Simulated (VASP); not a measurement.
# W13Se28 (a cell with a defect) in VASP: single point with PBE+D3(BJ)

Aim: the single point of W13Se28 (a cell with a defect) with PBE+D3(BJ).

All numbers are computed with VASP 6.6.1; they aren't measurements. Logs are shortened: lines on timing, memory, paths and dates and some standing lists are left out, and cuts for length are marked.

## (1) The cell of the first run

The cell holds a defect, 41 atoms: a = 8.676 Å, b = 8.676 Å, c = 12.793 Å, α = 90.00°, β = 90.00°, γ = 120.00°.

## (2) Single point, PBE+D3(BJ)

Contents of INCAR:

```
  PREC = Accurate
  ENCUT = 520
  EDIFF = 1E-7
  ISMEAR = 0
  SIGMA = 0.01
  LREAL = Auto
  LASPH = T
  NELM = 80
  ALGO = Normal
  ISIF = 2
  LWAVE = F
  LCHARG = F
  GGA = PE
  IVDW = 12
  NBANDS = 201
```

Contents of KPOINTS:

```
Automatic mesh
0
Gamma
  2 2 2
```

Contents of POSCAR:

```
W13Se28
1.0
    8.1976014835      2.8397324539      0.0000000000
   -1.6395202967     -8.5191973617      0.0000000000
    0.0000000000      0.0000000000    -12.7928244327
W Se
13 28
Direct
    0.7634109224      0.8047000395      0.7500007840
    0.4863401221      0.3831236690      0.7500011010
    0.1952999605      0.9587108829      0.7500007840
    0.8967835469      0.5136598779      0.7500011010
    0.6168763310      0.1032164531      0.7500011010
    0.0412891171      0.2365890776      0.7500007840
    0.0953599707      0.4759079938      0.2499995391
    0.5240920062      0.6194519769      0.2499995391
    0.2379734005      0.1905100258      0.2500001992
    0.9525366253      0.7620265995      0.2500001992
    0.6666666667      0.3333333333      0.2500002360
    0.3805480231      0.9046400293      0.2499995391
    0.8094899742      0.0474633747      0.2500001992
    0.0975151999      0.4777802231      0.6218489079
    0.5222197769      0.6197349767      0.6218489079
    0.2403433880      0.1975387491      0.6194325582
    0.9571953610      0.7596566120      0.6194325582
    0.6666666667      0.3333333333      0.6118460404
    0.3802650233      0.9024848001      0.6218489079
    0.8024612509      0.0428046390      0.6194325582
    0.3333333333      0.6666666667      0.1183164437
    0.7621358736      0.8094178599      0.1180724460
    0.4763542583      0.3814268911      0.1183554067
    0.1905821401      0.9527180137      0.1180724460
    0.9050726328      0.5236457417      0.1183554067
    0.6185731089      0.0949273672      0.1183554067
    0.0472819863      0.2378641264      0.1180724460
    0.0975184258      0.4777820248      0.8781518536
    0.5222179752      0.6197364010      0.8781518536
    0.2403430963      0.1975377718      0.8805698975
    0.9571946755      0.7596569037      0.8805698975
    0.6666666667      0.3333333333      0.8881571790
    0.3802635990      0.9024815742      0.8781518536
    0.8024622282      0.0428053245      0.8805698975
    0.3333333333      0.6666666667      0.3816822039
    0.7621357350      0.8094173485      0.3819273464
    0.4763546943      0.3814277674      0.3816445323
    0.1905826515      0.9527183866      0.3819273464
    0.9050730731      0.5236453057      0.3816445323
    0.6185722326      0.0949269269      0.3816445323
    0.0472816134      0.2378642650      0.3819273464
```

Potentials or basis: VASP PAW PBE potentials, release 64 (W_sv, Se).

On the command line:

```sh
cat potpaw_PBE.64/W_sv/POTCAR potpaw_PBE.64/Se/POTCAR > POTCAR
mpirun -np 1 vasp_std > vasp.out
```

OUTCAR:

```text
PREC = Accurate
   ENCUT = 520
   EDIFF = 1E-7
   ISMEAR = 0
   LREAL = Auto
   LASPH = T
   NELM = 80
   ISIF = 2
   GGA = PE
   IVDW = 12
 IVDW          = 12

 ion  position               nearest neighbor table
   1  0.763  0.805  0.750-  29 2.51  15 2.51  17 2.53  31 2.53  20 2.54  34 2.54   2 3.22   4 3.26
                             6 3.29   3 3.29   5 3.41
   2  0.486  0.383  0.750-  15 2.52  29 2.52  18 2.54  32 2.54  16 2.55  30 2.55   5 3.15   4 3.15
                             1 3.22   3 3.26   6 3.41
   3  0.195  0.959  0.750-  33 2.51  19 2.51  16 2.53  30 2.53  17 2.54  31 2.54   5 3.22   2 3.26
                             6 3.29   1 3.29   4 3.41
   4  0.897  0.514  0.750-  14 2.52  28 2.52  18 2.54  32 2.54  17 2.55  31 2.55   5 3.15   2 3.15
                             6 3.22   1 3.26   3 3.41
   5  0.617  0.103  0.750-  19 2.52  33 2.52  18 2.54  32 2.54  20 2.55  34 2.55   2 3.15   4 3.15
                             3 3.22   6 3.26   1 3.41
   6  0.041  0.237  0.750-  28 2.51  14 2.51  20 2.53  34 2.53  16 2.54  30 2.54   4 3.22   5 3.26
                             1 3.29   3 3.29   2 3.41
   7  0.095  0.476  0.250-  25 2.53  39 2.53  35 2.53  21 2.53  27 2.53  41 2.53   9 3.27  13 3.28
                            12 3.28   8 3.28  11 3.28  10 3.28
   8  0.524  0.619  0.250-  23 2.53  37 2.53  35 2.53  21 2.53  22 2.53  36 2.53  13 3.27  10 3.28
                            12 3.28   7 3.28  11 3.28   9 3.28
   9  0.238  0.191  0.250-  38 2.53  24 2.53  37 2.54  23 2.54  41 2.54  27 2.54   7 3.27  10 3.28
[... 23 lines left out ...]
  28  0.098  0.478  0.878-   6 2.51   4 2.52
  29  0.522  0.620  0.878-   1 2.51   2 2.52
  30  0.240  0.198  0.881-   3 2.53   6 2.54   2 2.55
  31  0.957  0.760  0.881-   1 2.53   3 2.54   4 2.55
  32  0.667  0.333  0.888-   5 2.54   4 2.54   2 2.54
  33  0.380  0.902  0.878-   3 2.51   5 2.52
  34  0.802  0.043  0.881-   6 2.53   1 2.54   5 2.55
  35  0.333  0.667  0.382-  12 2.53   7 2.53   8 2.53
  36  0.762  0.809  0.382-  10 2.53   8 2.53  13 2.54
  37  0.476  0.381  0.382-   8 2.53  11 2.53   9 2.54
  38  0.191  0.953  0.382-   9 2.53  12 2.53  10 2.54
  39  0.905  0.524  0.382-   7 2.53  11 2.53  10 2.54
  40  0.619  0.095  0.382-  12 2.53  11 2.53  13 2.54
  41  0.047  0.238  0.382-  13 2.53   7 2.53   9 2.54

  LATTYP: Found a hexagonal cell.
 ALAT       =     8.6755259490
 C/A-ratio  =     1.4745877665

  Lattice vectors:

 A1 = (   8.1976014835,   2.8397324539,   0.0000000000)
 A2 = (  -1.6395202967,  -8.5191973617,   0.0000000000)
 A3 = (   0.0000000000,   0.0000000000, -12.7928244327)

Analysis of symmetry for initial positions (statically):
=====================================================================
 Subroutine PRICEL returns:
 Original cell was already a primitive cell.

[... 191 lines left out ...]
   NELECT =     350.0000    total number of electrons
   NUPDOWN=      -1.0000    fix difference up-down
   EMIN   =  10.00;   EMAX   =-10.00  energy-range for DOS
   EFERMI =   0.00;   METHOD = LEGACY
   ISMEAR =     0;   SIGMA  =   0.01  broadening in eV -4-tet -1-fermi 0-gaus
   EFERMI_NEDOS =   21; number of points for ismear=-14 and -15
   IALGO  =     38    algorithm
   IMIX   =      4    mixing-type and parameters
     AMIX     =   0.40;   BMIX     =  1.00
     AMIX_MAG =   1.60;   BMIX_MAG =  1.00
  volume/ion in A,a.u.               =      20.34       137.25
  Fermi-wavevector in a.u.,A,eV,Ry     =   1.225748  2.316328 20.442192  1.502459
  Thomas-Fermi vector in A             =   2.360775
   LORBIT       =      0    0 simple, 1 ext, 2 COOP (PROOUT), +10 PAW based schemes
   GGA     = PE    functional components
   LHFCALC =     F    Hartree Fock is set to
   AEXX    =    0.0000 exact exchange contribution
   IVDW    =    12    specifies the selected vdW correction
   LEPSILON=     F    determine dielectric tensor
   LRPA    =     F    only Hartree local field effects (RPA)
 non-spin polarized calculation
 Gauss-broadening in eV      SIGMA  =   0.01
  energy-cutoff  :      520.00
  volume of cell :      833.85
 maximum number of plane-waves:     22504
 NGX is ok and might be reduce to    70
   NGX = 33   NGY = 33   NGZ = 47

 number of electron     349.9999982 magnetization

 Free energy of the ion-electron system (eV)
  ---------------------------------------------------
  ext. energy  EPLUGINS =         0.00000000
  ---------------------------------------------------
  free energy    TOTEN  =      -283.51086868 eV

  energy without entropy =     -283.50891260  energy(sigma->0) =     -283.50989064

 E-fermi :   6.0997     XC(G=0): -10.7465

 val. band max:        6.0786075549   @ k =   0.5000   0.0000   0.0000
 cond. band min:       6.1027334763   @ k =   0.5000   0.0000   0.5000
 fundamental gap:      0.0241259215
 Fermi energy:         6.0997153178

 k-point     1 :       0.0000    0.0000    0.0000
  band No.  band energies     occupation
      1     -68.4026      2.00000
      2     -68.3977      2.00000
      3     -68.3977      2.00000
      4     -68.3883      2.00000
      5     -68.3823      2.00000
      6     -68.3823      2.00000
[... 749 lines left out ...]
    186       7.9750      0.00000
    187       8.0254      0.00000
 [bands above 187 left out]

------------------------ aborting loop because EDIFF is reached ----------------------------------------

 Edisp (eV)  -18.95653

 E6    (eV) :   -10.5292

 E8    (eV) :    -8.4274

  FORCE on cell =-STRESS in cart. coord.  units (eV):
  Direction    XX          YY          ZZ          XY          YZ          ZX
  --------------------------------------------------------------------------------------
  -------------------------------------------------------------------------------------
  Total       2.46934     2.46934     0.23348     0.00000     0.00000     0.00000
  in kB       4.74463     4.74463     0.44861     0.00000     0.00000     0.00000
  external pressure =        3.31 kB  Pullay stress =        0.00 kB

 VOLUME and BASIS-vectors are now :
 -----------------------------------------------------------------------------
  energy-cutoff  :      520.00
  volume of cell :      833.85
      direct lattice vectors                 reciprocal lattice vectors
     8.197601483  2.839732454  0.000000000     0.130700251 -0.025153275  0.000000000
    -1.639520297 -8.519197362  0.000000000     0.043566750 -0.125766375  0.000000000
     0.000000000  0.000000000-12.792824433     0.000000000  0.000000000 -0.078168821

 POSITION                                       TOTAL-FORCE (eV/Angst)
 -----------------------------------------------------------------------------------
      4.93882     -4.68752     -9.59463         0.015723     -0.006803     -0.000000
      3.35868     -1.88283     -9.59463         0.002162      0.003909     -0.000000
      0.02917     -7.61285     -9.59463        -0.013753     -0.010215     -0.000000
      6.50932     -1.82934     -9.59463        -0.004466     -0.000083     -0.000000
      4.88768      0.87244     -9.59463         0.002305     -0.003827     -0.000000
     -0.04942     -1.89830     -9.59463        -0.001970      0.017018     -0.000000
[... 33 lines left out ...]
      4.91517      0.94788     -4.88231         0.002695      0.000062     -0.048970
     -0.00239     -1.89215     -4.88593        -0.000559     -0.000849     -0.043574
 -----------------------------------------------------------------------------------
    total drift:                               -0.000000     -0.000001      0.047181

  FREE ENERGIE OF THE ION-ELECTRON SYSTEM (eV)
  ---------------------------------------------------
  free  energy   TOTEN  =      -302.4673998839 eV

  energy  without entropy=     -302.4654438054  energy(sigma->0) =     -302.46642184
```

It took 47 min on 1 thread of Intel Xeon Platinum 8488C (Sapphire Rapids), shared host; peak memory 1.1 GiB.

Results:

```
Free energy                : -302.4674 eV
Pressure                   : 0.3 GPa
Largest force              : 0.056 eV/Å
Band gap on the k mesh     : zero (band 175 reaches 6.21 eV, above the bottom of band 176 at 6.08 eV)
Dispersion energy per atom : -0.462 eV
```

Forces in eV/Å, atoms in the order of the input:
```
W    0.016 -0.007  0.000
W    0.002  0.004  0.000
W   -0.014 -0.010  0.000
W   -0.004  0.000  0.000
W    0.002 -0.004  0.000
W   -0.002  0.017  0.000
W   -0.002 -0.001  0.000
W    0.000  0.002  0.000
W   -0.001  0.003  0.000
W   -0.002 -0.002  0.000
W    0.000  0.000  0.000
W    0.002 -0.001  0.000
W    0.003 -0.001  0.000
Se   0.002  0.008  0.028
Se   0.006 -0.006  0.028
Se   0.009  0.007  0.047
Se  -0.010  0.004  0.047
Se   0.000  0.000  0.056
Se  -0.008 -0.002  0.028
Se   0.002 -0.011  0.047
Se   0.000  0.000  0.049
Se   0.000  0.001  0.044
Se  -0.001  0.002  0.049
Se   0.001  0.000  0.044
Se  -0.001 -0.002  0.049
Se   0.003  0.000  0.049
Se  -0.001 -0.001  0.044
Se   0.002  0.008 -0.028
Se   0.006 -0.006 -0.028
Se   0.009  0.007 -0.047
Se  -0.010  0.004 -0.047
Se   0.000  0.000 -0.056
Se  -0.008 -0.002 -0.028
Se   0.002 -0.011 -0.047
Se   0.000  0.000 -0.049
Se   0.000  0.001 -0.044
Se  -0.001  0.002 -0.049
Se   0.001  0.000 -0.044
Se  -0.001 -0.002 -0.049
Se   0.003  0.000 -0.049
Se  -0.001 -0.001 -0.044
```

Stress tensor (GPa, compression positive):
```
0.47 0.00 0.00
0.00 0.47 0.00
0.00 0.00 0.04
```

Caveat: the k points lie up to 0.42 Å⁻¹ apart; spin-orbit coupling is left out, which moves the levels of the heavy elements.
